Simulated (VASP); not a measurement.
# TiSi2 (Immm) in VASP: a series of runs

TiSi2 is run at these levels: LDA; tasks: single point.

Program: VASP 6.6.1. These are calculated values, not measurements. Logs are shortened: lines on timing, memory, paths and dates and some standing lists are left out, and cuts for length are marked.

### 1 The cell of the first run

The structure is orthorhombic, space group Immm (No. 71). Conventional cell: a = 2.906 Å, b = 3.378 Å, c = 8.310 Å, α = 90.00°, β = 90.00°, γ = 90.00°. Within 3.5 Å of Ti (site symmetry mmm) lie 10 Si at 2.64 to 2.74 Å and 4 Ti at 2.91 to 3.38 Å. Within 3.4 Å of Si (site symmetry mm2) lie 9 Si at 2.59 to 3.38 Å and 5 Ti at 2.64 to 2.74 Å.

### 2 Single point, LDA (volume scaled by 0.96)

File INCAR:

```
SYSTEM = TiSi2
PREC = Accurate
ENCUT = 520
EDIFF = 1E-6
ISMEAR = -1
SIGMA = 0.05
LREAL = .False.
LASPH = .True.
NELM = 100
ALGO = Normal
ISIF = 2
LWAVE = .False.
LCHARG = .False.
NBANDS = 17
```

File KPOINTS:

```
Automatic mesh
0
Gamma
  12 12 12
  0 0 0
```

File POSCAR:

```
TiSi2
1.0
   -1.4529658841      1.6889902715      4.1551559811
    1.4529658841     -1.6889902715      4.1551559811
    1.4529658841      1.6889902715     -4.1551559811
Ti Si
1 2
Direct
    0.0000000000      0.0000000000      0.0000000000
    0.6700780000      0.6700780000      0.0000000000
    0.3299220000      0.3299220000      0.0000000000
```

Potentials or basis: VASP PAW LDA potentials, release 64 (Ti_sv, Si).

Started as:

```sh
$ cat potpaw_LDA.64/Ti_sv/POTCAR potpaw_LDA.64/Si/POTCAR > POTCAR
$ mpirun -np 1 vasp_std > vasp.out
```

OUTCAR:

```text
SYSTEM = TiSi2
   PREC = Accurate
   ENCUT = 520
   EDIFF = 1E-6
   ISMEAR = -1
   LREAL = .False.
   LASPH = .True.
   NELM = 100
   ISIF = 2

 ion  position               nearest neighbor table
   1  0.000  0.000  0.000-   2 2.64   2 2.64   2 2.64   3 2.64   2 2.64   3 2.64   3 2.64   3 2.64
                             2 2.74   3 2.74
   2  0.670  0.670  0.000-   3 2.59   3 2.59   3 2.59   3 2.59   1 2.64   1 2.64   1 2.64   1 2.64
                             1 2.74   3 2.83
   3  0.330  0.330  0.000-   2 2.59   2 2.59   2 2.59   2 2.59   1 2.64   1 2.64   1 2.64   1 2.64
                             1 2.74   2 2.83

  LATTYP: Found a body centered orthorhombic cell.
 ALAT       =     2.9059317682
 B/A-ratio  =     1.1624431723
 C/A-ratio  =     2.8597753234

  Lattice vectors:

 A1 = (  -1.4529658841,   1.6889902715,   4.1551559811)
 A2 = (   1.4529658841,  -1.6889902715,   4.1551559811)
 A3 = (   1.4529658841,   1.6889902715,  -4.1551559811)

Analysis of symmetry for initial positions (statically):
=====================================================================
 Subroutine PRICEL returns:
 Original cell was already a primitive cell.

 Routine SETGRP: Setting up the symmetry group for a
 body centered orthorhombic supercell.

 Subroutine GETGRP returns: Found  8 space group operations
 (whereof  8 operations were pure point group operations)
 out of a pool of  8 trial point group operations.

The static configuration has the point symmetry D_2h.

Analysis of symmetry for dynamics (positions and initial velocities):
=====================================================================
 Subroutine PRICEL returns:
 Original cell was already a primitive cell.

 Routine SETGRP: Setting up the symmetry group for a
 body centered orthorhombic supercell.

 Subroutine GETGRP returns: Found  8 space group operations
 (whereof  8 operations were pure point group operations)
 out of a pool of  8 trial point group operations.

The dynamic configuration has the point symmetry D_2h.

 Subroutine INISYM returns: Found  8 space group operations
 (whereof  8 operations are pure point group operations),
 and found     1 'primitive' translations

----------------------------------------------------------------------------------------

                                     Primitive cell

  volume of cell :      40.7878

  direct lattice vectors                    reciprocal lattice vectors
    -1.452965884  1.688990272  4.155155981     0.000000000  0.296034861  0.120332426
     1.452965884 -1.688990272  4.155155981     0.344123703  0.000000000  0.120332426
     1.452965884  1.688990272 -4.155155981     0.344123703  0.296034861  0.000000000

  length of vectors
     4.714776689  4.714776689  4.714776689     0.319556774  0.364555916  0.453935856

  position of ions in fractional coordinates (direct lattice)
     0.000000000  0.000000000  0.000000000
     0.670078000  0.670078000  0.000000000
     0.329922000  0.329922000  0.000000000

  ion indices of the primitive-cell ions
   primitive index   ion index
                 1           1
                 2           2
                 3           3

----------------------------------------------------------------------------------------

 KPOINTS: Automatic mesh

Automatic generation of k-mesh.
 Grid dimensions read from file:
 generate k-points for:   12   12   12

 Generating k-lattice:

  Cartesian coordinates                     Fractional coordinates (reciprocal lattice)
     0.000000000  0.024669572  0.010027702     0.083333333  0.000000000 -0.000000000
     0.028676975  0.000000000  0.010027702     0.000000000  0.083333333 -0.000000000
     0.028676975  0.024669572  0.000000000     0.000000000  0.000000000  0.083333333

  Length of vectors
     0.026629731  0.030379660  0.037827988

  Shift w.r.t. Gamma in fractional coordinates (k-lattice)
     0.000000000  0.000000000  0.000000000

 Subroutine IBZKPT returns following result:
 ===========================================

 Found    280 irreducible k-points:

 Following reciprocal coordinates:
            Coordinates               Weight
  0.000000  0.000000  0.000000      1.000000
  0.083333 -0.000000  0.000000      4.000000
  0.166667 -0.000000  0.000000      4.000000
  0.250000 -0.000000  0.000000      4.000000
  0.333333 -0.000000  0.000000      4.000000
  0.416667 -0.000000  0.000000      4.000000
[... 16 lines left out ...]
  0.250000  0.166667  0.000000      8.000000
  0.333333  0.166667  0.000000      8.000000
 [... further k-points ...]
   k-points           NKPTS =    280   k-points in BZ     NKDIM =    280   number of bands    NBANDS=     17
   number of dos      NEDOS =    301   number of ions     NIONS =      3
   total plane-waves  NPLWV =  46656
   dimension x,y,z NGX =    36 NGY =   36 NGZ =   36
   dimension x,y,z NGXF=    72 NGYF=   72 NGZF=   72
   ions per type =               1   2
   NGX,Y,Z   is equivalent  to a cutoff of  12.69, 12.69, 12.69 a.u.
   NGXF,Y,Z  is equivalent  to a cutoff of  25.39, 25.39, 25.39 a.u.
 SYSTEM =  TiSi2
   PREC   = accura    normal or accurate (medium, high low for compatibility)
   ISTART =      0    job   : 0-new  1-cont  2-samecut
   ICHARG =      2    charge: 1-file 2-atom 10-const
   ISPIN  =      1    spin polarized calculation?
   LNONCOLLINEAR =      F non collinear calculations
   LSORBIT =      F    spin-orbit coupling
   LASPH  =      T    aspherical Exc in radial PAW
   ENCUT  =  520.0 eV  38.22 Ry    6.18 a.u.   8.77  8.77  8.77*2*pi/ulx,y,z
   NELM   =    100;   NELMIN=  2; NELMDL= -5     # of ELM steps
   EDIFF  = 0.1E-05   stopping-criterion for ELM
   LREAL  =      F    real-space projection
   EDIFFG = 0.1E-04   stopping-criterion for IOM
   NSW    =      0    number of steps for IOM
   IBRION =     -1    ionic relax: 0-MD 1-quasi-New 2-CG
   NFREE  =      0    steps in history (QN), initial steepest desc. (CG)
   ISIF   =      2    stress and relaxation
   ISYM   =      2    0-nonsym 1-usesym 2-fastsym
   POTIM  = 0.5000    time-step for ionic-motion
   TEBEG  =    0.0;   TEEND  =   0.0 temperature during run
   PSTRESS=    0.0 pullay stress
   NELECT =      20.0000    total number of electrons
   NUPDOWN=      -1.0000    fix difference up-down
   EMIN   =  10.00;   EMAX   =-10.00  energy-range for DOS
   EFERMI =   0.00;   METHOD = LEGACY
   ISMEAR =    -1;   SIGMA  =   0.05  broadening in eV -4-tet -1-fermi 0-gaus
   EFERMI_NEDOS =   21; number of points for ismear=-14 and -15
   IALGO  =     38    algorithm
   IMIX   =      4    mixing-type and parameters
     AMIX     =   0.40;   BMIX     =  1.00
     AMIX_MAG =   1.60;   BMIX_MAG =  1.00
  volume/ion in A,a.u.               =      13.60        91.75
  Fermi-wavevector in a.u.,A,eV,Ry     =   1.290946  2.439535 22.674688  1.666543
  Thomas-Fermi vector in A             =   2.422747
   LORBIT       =      0    0 simple, 1 ext, 2 COOP (PROOUT), +10 PAW based schemes
   GGA     = CA    functional components
   LHFCALC =     F    Hartree Fock is set to
   AEXX    =    0.0000 exact exchange contribution
   IVDW    =     0    specifies the selected vdW correction
   LEPSILON=     F    determine dielectric tensor
   LRPA    =     F    only Hartree local field effects (RPA)
 non-spin polarized calculation
  energy-cutoff  :      520.00
  volume of cell :       40.79
 maximum number of plane-waves:      1125
   NGX = 17   NGY = 17   NGZ = 17

 number of electron      20.0000001 magnetization

 Free energy of the ion-electron system (eV)
  ---------------------------------------------------
  ext. energy  EPLUGINS =         0.00000000
  ---------------------------------------------------
  free energy    TOTEN  =       -21.95468773 eV

  energy without entropy =      -21.94387473  energy(sigma->0) =      -21.94928123

 E-fermi :  10.3827     XC(G=0): -12.0292

 val. band max:       10.3717345097   @ k =   0.5000   0.5000   0.4167
 cond. band min:      10.3850195118   @ k =  -0.2500  -0.4167   0.0833
 fundamental gap:      0.0132850020
 Fermi energy:        10.3826684900

 k-point     1 :       0.0000    0.0000    0.0000
  band No.  band energies     occupation
      1     -45.0542      2.00000
      2     -21.7897      2.00000
      3     -21.7577      2.00000
      4     -21.4818      2.00000
      5      -2.3692      2.00000
      6       5.5339      2.00000
[... 9 lines left out ...]
     16      16.0864      0.00000
     17      16.3546      0.00000

 k-point     2 :       0.0833   -0.0000    0.0000
  band No.  band energies     occupation
      1     -45.0537      2.00000
      2     -21.7891      2.00000
      3     -21.7656      2.00000
      4     -21.4812      2.00000
      5      -2.2642      2.00000
      6       5.3092      2.00000
[... 9 lines left out ...]
     16      15.9917      0.00000
     17      16.4923      0.00000

 k-point     3 :       0.1667   -0.0000    0.0000
  band No.  band energies     occupation
      1     -45.0521      2.00000
      2     -21.7881      2.00000
      3     -21.7865      2.00000
      4     -21.4797      2.00000
      5      -1.9531      2.00000
      6       4.8131      2.00000
[... 9 lines left out ...]
     16      16.3936      0.00000
     17      16.8853      0.00000

 k-point     4 :       0.2500   -0.0000    0.0000
  band No.  band energies     occupation
      1     -45.0501      2.00000
      2     -21.8166      2.00000
      3     -21.7851      2.00000
      4     -21.4777      2.00000
      5      -1.4475      2.00000
      6       4.0691      2.00000
[... 9 lines left out ...]
     16      17.3187      0.00000
     17      18.2169      0.00000
[... 343 lines left out ...]
      1     -45.0407      2.00000
      2     -21.7774      2.00000
      3     -21.7742      2.00000
      4     -21.5818      2.00000
      5      -1.3263      2.00000
      6       4.3652      2.00000
[... 9 lines left out ...]
     16      16.1788      0.00000
     17      17.1444      0.00000

 k-point    23 :       0.2500    0.1667    0.0000
  band No.  band energies     occupation
      1     -45.0386      2.00000
      2     -21.8032      2.00000
      3     -21.7744      2.00000
      4     -21.5790      2.00000
      5      -0.7994      2.00000
      6       3.9003      2.00000
[... 9 lines left out ...]
     16      16.2548      0.00000
     17      18.3957      0.00000

 k-point    24 :       0.3333    0.1667    0.0000
  band No.  band energies     occupation
      1     -45.0366      2.00000
      2     -21.8313      2.00000
      3     -21.7718      2.00000
      4     -21.5762      2.00000
      5      -0.1136      2.00000
      6       3.1897      2.00000
[... 9 lines left out ...]
     16      15.8629      0.00000
     17      18.4465      0.00000

 [... further k-points ...]

------------------------ aborting loop because EDIFF is reached ----------------------------------------

  FORCE on cell =-STRESS in cart. coord.  units (eV):
  Direction    XX          YY          ZZ          XY          YZ          ZX
  --------------------------------------------------------------------------------------
  -------------------------------------------------------------------------------------
  Total       -0.0945502     -0.1716162     -0.3152759      0.0000000      0.0000000      0.0000000
  in kB       -3.7140113     -6.7412276    -12.3843013      0.0000000      0.0000000      0.0000000
  external PRESSURE =      -7.6131800 kB  Pullay stress =       0.0000000 kB

 VOLUME and BASIS-vectors are now :
 -----------------------------------------------------------------------------
  energy-cutoff  :      520.00
  volume of cell :       40.79
      direct lattice vectors                 reciprocal lattice vectors
    -1.452965884  1.688990272  4.155155981     0.000000000  0.296034861  0.120332426
     1.452965884 -1.688990272  4.155155981     0.344123703  0.000000000  0.120332426
     1.452965884  1.688990272 -4.155155981     0.344123703  0.296034861  0.000000000

 POSITION                                       TOTAL-FORCE (eV/Angst)
 -----------------------------------------------------------------------------------
      0.00000      0.00000      0.00000        -0.000000     -0.000000      0.000000
      0.00000      0.00000      5.56856        -0.000000      0.000000     -0.081622
      0.00000      0.00000      2.74175         0.000000     -0.000000      0.081622
 -----------------------------------------------------------------------------------
    total drift:                               -0.000000      0.000000     -0.000000

  FREE ENERGIE OF THE ION-ELECTRON SYSTEM (eV)
  ---------------------------------------------------
  free  energy   TOTEN  =       -21.9546877279 eV

  energy  without entropy=      -21.9438747266  energy(sigma->0) =      -21.94928123
```

Run time: 3.7 min. Hardware: 1 thread of Intel Xeon Platinum 8488C (Sapphire Rapids), shared host; peak memory 0.3 GiB.

What came out:

```yaml
Free_energy: -21.9547 eV
Pressure: -0.8 GPa
Largest_force: 0.082 eV/Å
Band_gap_on_the_k_mesh: zero (band 10 reaches 11.76 eV, above the bottom of band 11 at 9.37 eV)
```

Forces on the atoms (eV/Å):
```
Ti   0.000  0.000  0.000
Si   0.000  0.000 -0.082
Si   0.000  0.000  0.082
```

### 3 Single point, LDA (volume scaled by 1.06)

File INCAR:

```
SYSTEM = TiSi2
PREC = Accurate
ENCUT = 520
EDIFF = 1E-7
ISMEAR = -1
SIGMA = 0.05
LREAL = .FALSE.
LASPH = .TRUE.
NELM = 80
ALGO = Normal
ISIF = 2
LWAVE = .FALSE.
LCHARG = .TRUE.
LELF = .TRUE.
LVHAR = .TRUE.
NBANDS = 17
```

File KPOINTS:

```
Automatic mesh
0
G
  12 12 12
  0 0 0
```

File POSCAR:

```
TiSi2
1.0
   -1.5017591770      1.7457097017      4.2946938359
    1.5017591770     -1.7457097017      4.2946938359
    1.5017591770      1.7457097017     -4.2946938359
Ti Si
1 2
Direct
    0.0000000000      0.0000000000      0.0000000000
    0.6700780000      0.6700780000      0.0000000000
    0.3299220000      0.3299220000      0.0000000000
```

Potentials or basis: VASP PAW LDA potentials, release 64 (Ti_sv, Si).

Started as:

```sh
$ cat potpaw_LDA.64/Ti_sv/POTCAR potpaw_LDA.64/Si/POTCAR > POTCAR
$ mpirun -np 1 vasp_std > vasp.out
```

It took 4.5 min on 1 thread of Intel Xeon Platinum 8488C (Sapphire Rapids), shared host; peak memory 0.33 GiB.

The run converged. Its results:

| Item | Value |
| --- | --- |
| Free energy | -21.7601 eV |
| Pressure | -12.9 GPa |
| Largest force | 0.151 eV/Å |
| Band gap on the k mesh | zero (band 10 reaches 10.39 eV, above the bottom of band 11 at 8.26 eV) |

Forces in eV/Å, atoms in the order of the input:
```
Ti   0.000  0.000  0.000
Si   0.000  0.000 -0.151
Si   0.000  0.000  0.151
```

Stress tensor (GPa, compression positive):
```
-11.70   0.00   0.00
  0.00 -13.19   0.00
  0.00   0.00 -13.67
```

Levels at points of the mesh, in eV from the Fermi level:
| k point | band 6 | band 7 | band 8 | band 9 | band 10 | band 11 | band 12 | band 13 | band 14 | band 15 |
| --- | --- | --- | --- | --- | --- | --- | --- | --- | --- | --- |
| (0.00, 0.00, 0.00) | -4.45 | -4.16 | -2.02 | -0.54 | 0.68 | 1.94 | 2.20 | 2.98 | 3.46 | 3.78 |
| (0.50, 0.00, 0.00) | -8.79 | -4.10 | -3.61 | -0.63 | 0.87 | 1.88 | 2.34 | 3.17 | 3.87 | 5.18 |
| (0.00, 0.50, 0.00) | -7.83 | -3.42 | -3.25 | -0.88 | -0.39 | 0.93 | 2.67 | 3.03 | 3.72 | 3.83 |
| (0.50, 0.50, 0.00) | -4.94 | -4.76 | -4.73 | -2.72 | -1.20 | -0.58 | 2.51 | 2.63 | 2.91 | 3.15 |
| (0.50, 0.50, 0.50) | -8.51 | -1.24 | -1.12 | -0.28 | 0.41 | 1.80 | 2.25 | 2.30 | 3.36 | 3.42 |
